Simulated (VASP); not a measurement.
Here is a VASP 6.6.1 calculation.

Contents of INCAR:

```
ALGO = Normal ; EDIFF = 1E-6
ENCUT = 500 ; GGA = PE
GGA_COMPAT = F ; ISIF = 2
ISMEAR = -1 ; LASPH = T
LCHARG = F ; LREAL = F
LWAVE = F ; NBANDS = 8
NELM = 120 ; PREC = Accurate
SIGMA = 0.06122561905347299
```

The input KPOINTS:

```
k-points
0
Gamma
  40 40 40
```

The input POSCAR:

```
Al
1.0
    2.7755121940      0.0000000000      0.0000000000
    0.0000000000      2.7755121940      0.0000000000
    0.0000000000      0.0000000000      2.7755121940
Al
1
Direct
    0.0000000000      0.0000000000      0.0000000000
```

Potentials or basis: VASP PAW PBE potentials, release 64 (Al).

The run is started by

```bash
$ cat potpaw_PBE.64/Al/POTCAR > POTCAR
$ mpirun -np 1 vasp_std > vasp.out
```

(1) Predict the band gap on the k mesh.

(2) Estimate the pressure.

Results:

(1) zero (an odd number of electrons rules out a gap without spin polarisation).

(2) -2.9 GPa.
